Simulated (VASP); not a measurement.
# HfN (P6_3/mmc) in VASP: a series of runs, part 2 of 2

VASP 6.6.1.

### Step 4. Relaxation of shape and atoms at fixed volume, PBEsol (11.39 Å³/atom)

This run uses another cell than the first one, of 11.39 Å³/atom.

File INCAR:

```
SYSTEM = HfN
  PREC = Accurate
  ENCUT = 600
  EDIFF = 1E-6
  ISMEAR = 0
  SIGMA = 0.05
  LREAL = .False.
  LASPH = .True.
  NELM = 80
  ALGO = Normal
  ISIF = 4
  LWAVE = .False.
  LCHARG = .False.
  GGA = PS
  IBRION = 2
  NSW = 60
  EDIFFG = -0.01
```

File KPOINTS:

```
Automatic mesh
0
Gamma
  10 10 8
  0 0 0
```

File POSCAR:

```
HfN
1.0
    3.0794632141      0.0000000000      0.0000000000
   -1.5397316071      2.6668933734      0.0000000000
    0.0000000000      0.0000000000      5.5464482292
Hf N
2 2
Direct
    0.0000000000      0.0000000000      0.0000000000
    0.0000000000      0.0000000000      0.5000000000
    0.3333333333      0.6666666667      0.2500000000
    0.6666666667      0.3333333333      0.7500000000
```

Potentials or basis: VASP PAW PBE potentials, release 64 (Hf_pv, N).

On the command line:

```bash
cat potpaw_PBE.64/Hf_pv/POTCAR potpaw_PBE.64/N/POTCAR > POTCAR
mpirun -np 1 vasp_std > vasp.out
```

OUTCAR:

```text
SYSTEM = HfN
   PREC = Accurate
   ENCUT = 600
   EDIFF = 1E-6
   ISMEAR = 0
   LREAL = .False.
   LASPH = .True.
   NELM = 80
   ISIF = 4
   GGA = PS
   IBRION = 2
   NSW = 60
   EDIFFG = -0.01

 ion  position               nearest neighbor table
   1  0.000  0.000  0.000-   3 2.25   4 2.25   3 2.25   4 2.25   4 2.25   3 2.25   2 2.77   2 2.77

   2  0.000  0.000  0.500-   3 2.25   4 2.25   3 2.25   4 2.25   4 2.25   3 2.25   1 2.77   1 2.77

   3  0.333  0.667  0.250-   1 2.25   2 2.25   1 2.25   2 2.25   1 2.25   2 2.25
   4  0.667  0.333  0.750-   1 2.25   2 2.25   1 2.25   2 2.25   1 2.25   2 2.25

  LATTYP: Found a hexagonal cell.
 ALAT       =     3.0794632141
 C/A-ratio  =     1.8011087789

  Lattice vectors:

 A1 = (   3.0794632141,   0.0000000000,   0.0000000000)
 A2 = (  -1.5397316071,   2.6668933734,   0.0000000000)
 A3 = (   0.0000000000,   0.0000000000,   5.5464482292)

Analysis of symmetry for initial positions (statically):
[... 179 lines left out ...]
  energy without entropy =      -44.43960629  energy(sigma->0) =      -44.44097495

 E-fermi :   7.8917     XC(G=0): -12.9082

 val. band max:        7.8901281494   @ k =   0.3000   0.1000   0.3750
 cond. band min:       7.9239699312   @ k =   0.4000   0.1000   0.3750
 fundamental gap:      0.0338417817
 Fermi energy:         7.8917493740

 k-point     1 :       0.0000    0.0000    0.0000
  band No.  band energies     occupation
      1     -23.9918      2.00000
      2     -22.7915      2.00000
      3     -22.7915      2.00000
      4     -22.6236      2.00000
      5     -22.6236      2.00000
      6     -22.3477      2.00000
[... 505 lines left out ...]
      6     -22.2812      2.00000
[... 11 lines left out ...]
     18      12.4169      0.00000
     19      12.5907      0.00000

 [... further k-points ...]

------------------------ aborting loop because EDIFF is reached ----------------------------------------

  FORCE on cell =-STRESS in cart. coord.  units (eV):
  Direction    XX          YY          ZZ          XY          YZ          ZX
  --------------------------------------------------------------------------------------
  -------------------------------------------------------------------------------------
  Total        2.6766619      2.6766619      2.6518220     -0.0000000      0.0000000      0.0000000
  in kB       94.1474273     94.1474273     93.2737238     -0.0000000      0.0000000      0.0000000
  external PRESSURE =      93.8561928 kB  Pullay stress =       0.0000000 kB

 VOLUME and BASIS-vectors are now :
 -----------------------------------------------------------------------------
  energy-cutoff  :      600.00
  volume of cell :       45.55
      direct lattice vectors                 reciprocal lattice vectors
     3.079463214  0.000000000  0.000000000     0.324731919  0.187484061  0.000000000
    -1.539731607  2.666893373  0.000000000     0.000000000  0.374968122  0.000000000
     0.000000000  0.000000000  5.546448229     0.000000000  0.000000000  0.180295562

 POSITION                                       TOTAL-FORCE (eV/Angst)
 -----------------------------------------------------------------------------------
      0.00000      0.00000      0.00000        -0.000000      0.000000     -0.000000
      0.00000      0.00000      2.77322        -0.000000      0.000000     -0.000000
     -0.00000      1.77793      1.38661         0.000000      0.000000     -0.000000
      1.53973      0.88896      4.15984        -0.000000     -0.000000      0.000000
 -----------------------------------------------------------------------------------
    total drift:                                0.000000     -0.000000      0.000000

  FREE ENERGIE OF THE ION-ELECTRON SYSTEM (eV)
  ---------------------------------------------------
  free  energy   TOTEN  =       -44.4423436050 eV

  energy  without entropy=      -44.4396062855  energy(sigma->0) =      -44.44097495

 reached required accuracy - stopping structural energy minimisation
```

OSZICAR:

```text
N       E                     dE             d eps       ncg     rms          rms(c)
DAV:   1     0.139830816516E+03    0.13983E+03   -0.18407E+04  2660   0.175E+03
DAV:   2    -0.423352034330E+02   -0.18217E+03   -0.17647E+03  3531   0.388E+02
DAV:   3    -0.496205177213E+02   -0.72853E+01   -0.71633E+01  3263   0.650E+01
DAV:   4    -0.497301439863E+02   -0.10963E+00   -0.10888E+00  3503   0.802E+00
DAV:   5    -0.497313680585E+02   -0.12241E-02   -0.12211E-02  3330   0.615E-01    0.759E+01
DAV:   6    -0.446056283177E+02    0.51257E+01   -0.32665E+01  3039   0.311E+01    0.623E+01
DAV:   7    -0.444850296538E+02    0.12060E+00   -0.23783E+00  3024   0.102E+01    0.256E+01
DAV:   8    -0.444495134005E+02    0.35516E-01   -0.15559E-01  3301   0.273E+00    0.410E+00
DAV:   9    -0.444432908537E+02    0.62225E-02   -0.39313E-02  3076   0.131E+00    0.307E+00
DAV:  10    -0.444424076261E+02    0.88323E-03   -0.71082E-03  3031   0.570E-01    0.571E-01
DAV:  11    -0.444423443959E+02    0.63230E-04   -0.51571E-04  3057   0.178E-01    0.678E-02
DAV:  12    -0.444423431617E+02    0.12341E-05   -0.20052E-05  3458   0.376E-02    0.969E-02
DAV:  13    -0.444423436050E+02   -0.44326E-06   -0.92818E-07  1931   0.744E-03
   1 F= -.44442344E+02 E0= -.44440975E+02  d E =-.444423E+02
```

Wall time 75 s (1 thread of Intel Xeon 8259CL, shared host); peak memory 0.23 GiB.

What came out:

| Property | Result |
| --- | --- |
| Free energy | -44.4423 eV |
| Pressure after relaxing | 9.4 GPa |
| Band gap on the k mesh | zero (bands 15 and 16 overlap by 1.62 eV) |

Final structure:
```
Hf N
1.0
     3.07946    0.00000    0.00000
    -1.53973    2.66689    0.00000
     0.00000    0.00000    5.54645
Hf N
2 2
Direct
  0.00000 0.00000 0.00000
  0.00000 0.00000 0.50000
  0.33333 0.66667 0.25000
  0.66667 0.33333 0.75000
```

Levels at points of the mesh, in eV from the Fermi level:
| k point | band 12 | band 13 | band 14 | band 15 | band 16 | band 17 | band 18 | band 19 |
| --- | --- | --- | --- | --- | --- | --- | --- | --- |
| (0.00, 0.00, 0.00) | -3.01 | -2.89 | -2.29 | -2.29 | 0.93 | 0.93 | 0.93 | 0.93 |
| (0.50, 0.00, 0.00) | -4.67 | -3.83 | -2.92 | -2.83 | 0.12 | 4.21 | 4.88 | 5.10 |
| (0.00, 0.00, 0.50) | -4.14 | -4.14 | -4.14 | 0.89 | 0.89 | 1.93 | 1.93 | 1.93 |
| (0.50, 0.00, 0.50) | -5.00 | -4.38 | -4.38 | -0.67 | -0.67 | 4.70 | 4.70 | 5.56 |

Caveat: the PAW data sets were made with another functional, which shifts forces and pressure a little; spin-orbit coupling is left out, which moves the levels of the heavy elements.

### Step 5. Relaxation of cell and atoms, PBEsol

This run uses another cell than the first one, of 11.51 Å³/atom.

File INCAR:

```
PREC     = Accurate       # precision mode
ENCUT    = 600            # plane-wave cutoff, eV
EDIFF    = 1E-6           # SCF threshold, eV
ISMEAR   = 0              # smearing method
SIGMA    = 0.05           # smearing width, eV
LREAL    = False          # projectors in reciprocal space
LASPH    = True           # aspherical terms in the spheres
NELM     = 80             # most SCF steps
ALGO     = Normal         # electronic algorithm
ISIF     = 3              # what is computed and relaxed
LWAVE    = False          # write WAVECAR
LCHARG   = False          # write CHGCAR
GGA      = PS             # functional
IBRION   = 2              # ionic algorithm
NSW      = 80             # ionic steps
EDIFFG   = -0.01          # ionic threshold
```

File KPOINTS:

```
Automatic mesh
0
Gamma
  10 10 8
```

File POSCAR:

```
HfN
1.0
    3.3662229812      0.0000000000      0.0000000000
   -1.6831114906      2.9152346166      0.0000000000
    0.0000000000      0.0000000000      4.6916907205
Hf N
2 2
Direct
    0.0000000000      0.0000000000      0.0000000000
    0.0000000000      0.0000000000      0.5000000000
    0.3333333333      0.6666666667      0.2500000000
    0.6666666667      0.3333333333      0.7500000000
```

On the command line:

```bash
cat potpaw_PBE.64/Hf_pv/POTCAR potpaw_PBE.64/N/POTCAR > POTCAR
mpirun -np 1 vasp_std > vasp.out
```

Wall time 6.3 min (1 thread of Intel Xeon 8259CL, shared host); peak memory 0.24 GiB.

It converged, with:

```
Free energy                           : -44.4859 eV
Relaxed volume                        : 11.76 Å³/atom
Relaxed cell                          : a = 3.118 Å, b = 3.118 Å, c = 5.590 Å, α = 90.00°, β = 90.00°, γ = 120.00°
Space group after relaxing (to 0.1 Å) : P6_3/mmc (No. 194)
Energy gained by relaxing             : 684.3 meV/atom
Ionic steps                           : 9
Pressure after relaxing               : 0.1 GPa
Band gap on the k mesh                : zero (bands 15 and 16 overlap by 1.58 eV)
```

Step by step:
```csv
step,energy change (eV),largest force (eV/Å),pressure (GPa),volume (Å³)
1,0.0000,0.0000,22.93,46.04
2,-1.2510,0.0000,-32.18,55.18
3,-2.4200,0.0000,-18.29,51.38
4,-2.4204,0.0000,-17.53,51.24
5,-2.4088,0.0000,23.78,43.46
6,-2.7365,0.0000,-0.88,47.21
7,-2.7366,0.0000,-0.47,47.13
8,-2.7370,0.0000,0.38,47.01
9,-2.7371,0.0000,0.08,47.05
```

Final structure:
```yaml
crystal:
  lattice:
    - [3.11759, 0.00000, 0.00000]
    - [-1.55879, 2.69991, 0.00000]
    - [0.00000, 0.00000, 5.59032]
  atoms:
    - { symbol: Hf, position: [0.00000, 0.00000, 0.00000] }
    - { symbol: Hf, position: [0.00000, 0.00000, 0.50000] }
    - { symbol: N, position: [0.33333, 0.66667, 0.25000] }
    - { symbol: N, position: [0.66667, 0.33333, 0.75000] }
```

Levels at points of the mesh, in eV from the Fermi level:
```
           k point  band 12  band 13  band 14  band 15  band 16  band 17  band 18  band 19
(0.00, 0.00, 0.00)    -2.91    -2.87    -2.29    -2.29     0.86     0.86     0.90     0.90
(0.50, 0.00, 0.00)    -4.65    -3.86    -2.94    -2.75     0.16     3.96     4.71     4.84
(0.00, 0.00, 0.50)    -4.08    -4.08    -4.08     0.86     0.86     1.84     1.84     1.84
(0.50, 0.00, 0.50)    -4.92    -4.32    -4.32    -0.65    -0.65     4.48     4.48     5.29
```

Caveat: a cell axis changed by over 15 % at a fixed basis, so the end point is rough; the PAW data sets were made with another functional, which shifts forces and pressure a little; spin-orbit coupling is left out, which moves the levels of the heavy elements.

### Step 6. The runs side by side

| task | cell | cutoff (eV) | gap on the mesh (eV) | pressure (GPa) |
| --- | --- | --- | --- | --- |
| single point | a = 3.147, b = 3.147, c = 5.642 Å, angles 90.0, 90.0, 120.0°, 4 atoms | 520 | none | -6.8 |
| single point | a = 3.170, b = 3.170, c = 5.671 Å, angles 90.0, 90.0, 120.0°, 4 atoms | 520 | none | -11.2 |
| relaxation of shape and atoms at fixed volume | relaxed from a = 3.079, b = 3.079, c = 5.546 Å, angles 90.0, 90.0, 120.0°, 4 atoms | 600 | none | 9.4 |
| relaxation of cell and atoms | relaxed from a = 3.366, b = 3.366, c = 4.692 Å, angles 90.0, 90.0, 120.0°, 4 atoms | 600 | none | 0.1 |

Alike in all rows: level PBEsol; potentials or basis VASP PAW PBE potentials, release 64 (Hf_pv, N); no spin polarisation; k mesh 10 × 10 × 8; smearing gaussian 0.05 eV.

Caveats: the PAW data sets were made with another functional, which shifts forces and pressure a little; spin-orbit coupling is left out, which moves the levels of the heavy elements; the cell stands under tension (at least some runs); a cell axis changed by over 15 % at a fixed basis, so the end point is rough (at least some runs).

Absolute energies hang on the potentials; compare differences alone.

The gap in the log of VASP goes by the Fermi energy; the results here count the filled bands.